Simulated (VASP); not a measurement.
Here is a VASP 6.6.1 calculation.

Contents of INCAR:

```
SYSTEM = Si2Mo
ALGO = Normal ; EDIFF = 1E-6
ENCUT = 520 ; GGA = PE
ISIF = 2 ; ISMEAR = 0
LASPH = .True. ; LCHARG = .True.
LELF = .True. ; LREAL = .False.
LVHAR = .True. ; LWAVE = .False.
NBANDS = 18 ; NELM = 80
PREC = Accurate ; SIGMA = 0.1
```

The input KPOINTS:

```
k-points
0
Gamma
  18 18 18
  0 0 0
```

POSCAR

```
Si2Mo
1.0
   -1.6084236834      1.6084236834      3.9365100041
    1.6084236834     -1.6084236834      3.9365100041
    1.6084236834      1.6084236834     -3.9365100041
Si Mo
2 1
Direct
    0.3350991393      0.3350991393      0.0000000000
    0.6649008607      0.6649008607      0.0000000000
    0.0000000000      0.0000000000      0.0000000000
```

Potentials or basis: VASP PAW PBE potentials, release 64 (Si, Mo_sv).

Launch:

```console
$ cat potpaw_PBE.64/Si/POTCAR potpaw_PBE.64/Mo_sv/POTCAR > POTCAR
$ mpirun -np 1 vasp_std > vasp.out
```

(1) Estimate the pressure.

(2) Estimate the largest force.

## Answers

(1) 0.2 GPa.

(2) 0.004 eV/Å.
